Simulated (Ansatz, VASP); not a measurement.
One calculation of BeSe4, two programs

```
CELL_PARAMETERS angstrom
3.98809 -5.01295 0.00000
3.98809 5.01295 0.00000
0.00000 0.00000 3.53507
ATOMIC_POSITIONS crystal
Be 0.00000 0.00000 0.00000
Se 0.61193 0.38807 0.00000
Se 0.16313 0.16313 0.50000
Se 0.83687 0.83687 0.50000
Se 0.38807 0.61193 0.00000
```

Change from the starting cell: species swapped into the OsCl4 type (Cmmm, No. 65).

Alike in both runs: functional PBE; k mesh 6 × 6 × 10; occupations gaussian, width 0.1 eV; no spin polarisation.

Ansatz relaxed the structure, and its values are those at the end. VASP's run is a single point on that final structure, the one shown.

|  | VASP | Ansatz |
| --- | --- | --- |
| version | VASP 6.6.1 | Ansatz 0.2.0 |
| potentials or method | VASP PAW PBE potentials, release 64 (Be, Se), cutoff 520 eV | scalar-relativistic, plane waves, PAW |
| valence electrons in the cell | 26 | 66 |

Ansatz gave:

| Quantity | Value |
| --- | --- |
| gap on the k mesh at the Fermi level (eV) | none |
| pressure (GPa) | 0.0 |
| rms of the force components (eV/Å) | 0.001 |

Which values does VASP return?

gap on the k mesh at the Fermi level (eV): none; pressure (GPa): 0.1; rms of the force components (eV/Å): 0.020.

A gap of «none» marks a metal or a gap that the smearing closes. VASP's potentials hold 26 valence electrons a cell and Ansatz's 66, so a difference there can come from the potentials and not from the codes.
